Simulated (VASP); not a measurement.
## SiGe6: single point with PBE

The system is SiGe6.

```
CELL_PARAMETERS angstrom
2.63350 -4.62241 0.00000
2.63350 4.62241 0.00000
0.00000 0.00000 5.82924
ATOMIC_POSITIONS crystal
Si 0.50000 0.50000 0.50000
Ge 0.29209 0.70792 0.78190
Ge 0.70791 0.29208 0.78190
Ge 0.70792 0.29209 0.21810
Ge 0.29208 0.70791 0.21810
Ge 0.00000 0.00000 0.72832
Ge 0.00000 0.00000 0.27168
```

The cell was built from a structure type or drawn by symmetry, and may not be a known phase.

```json
{"Program": "VASP 6.6.1", "Task": "single point", "Functional": "PBE", "Potentials or basis": "VASP PAW PBE potentials, release 64 (Si, Ge_d)", "Cutoff": "520 eV", "k mesh": "3 × 3 × 3", "Occupations": "gaussian, width 0.2 eV", "Spin": "no spin polarisation"}
```

The pressure is 0.2 GPa. The largest force is 0.027 eV/Å and the band gap on the k mesh is zero (bands 44 and 45 overlap by 1.66 eV).

Forces in eV/Å, atoms in the order of the input:
```
Si   0.000  0.000  0.000
Ge   0.000 -0.016 -0.021
Ge   0.000  0.016 -0.021
Ge   0.000  0.016  0.021
Ge   0.000 -0.016  0.021
Ge   0.000  0.000 -0.002
Ge   0.000  0.000  0.002
```

Stress tensor (GPa, compression positive):
```
 0.01  0.00  0.00
 0.00  0.53  0.00
 0.00  0.00 -0.04
```

Levels at points of the mesh, in eV from the Fermi level:
```csv
k point,band 40,band 41,band 42,band 43,band 44,band 45,band 46,band 47,band 48,band 49
"(0.00, 0.00, 0.00)",-3.56,-3.34,-2.01,-1.64,-1.46,-1.37,-1.23,0.23,1.93,3.22
```

Wall time 110 s on 1 thread of Intel Xeon 8259CL (shared host), peak memory 0.27 GiB.

Caveat: the k points lie up to 0.46 Å⁻¹ apart, too coarse for converged energies and pressures of a metal.
